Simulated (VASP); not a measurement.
Input of a VASP 6.6.1 run:

File INCAR:

```
SYSTEM = Cu3N
PREC     = Accurate       ! precision mode
ENCUT    = 600            ! plane-wave cutoff, eV
EDIFF    = 1E-6           ! SCF threshold, eV
ISMEAR   = 0              ! smearing method
SIGMA    = 0.01           ! smearing width, eV
LREAL    = .FALSE.        ! projectors in reciprocal space
LASPH    = .TRUE.         ! aspherical terms in the spheres
NELM     = 120            ! most SCF steps
ALGO     = Normal         ! electronic algorithm
ISIF     = 2              ! what is computed and relaxed
LWAVE    = .FALSE.        ! write WAVECAR
LCHARG   = .FALSE.        ! write CHGCAR
GGA      = PE             ! functional
NBANDS   = 27             ! bands
GGA_COMPAT= .FALSE.
```

KPOINTS

```
regular mesh
0
G
  10 10 10
  0 0 0
```

POSCAR

```
Cu3N
1.0
    3.7520539400      0.0000000000      0.0000000000
    0.0000000000      3.7520539400      0.0000000000
    0.0000000000      0.0000000000      3.7520539400
Cu N
3 1
Direct
    0.5000000000      0.0000000000      0.0000000000
    0.0000000000      0.5000000000      0.0000000000
    0.0000000000      0.0000000000      0.5000000000
    0.0000000000      0.0000000000      0.0000000000
```

Potentials or basis: VASP PAW PBE potentials, release 64 (Cu, N).

Launch:

```sh
$ cat potpaw_PBE.64/Cu/POTCAR potpaw_PBE.64/N/POTCAR > POTCAR
$ mpirun -np 1 vasp_std > vasp.out
```

(1) Estimate the pressure.

(2) Estimate the band gap on the k mesh.

## Answers

(1) 8.8 GPa.

(2) 0.05 eV (least direct gap 0.60 eV).

Caveat: the cell stands under pressure; semilocal functionals underestimate gaps, and a narrow one can read as zero.
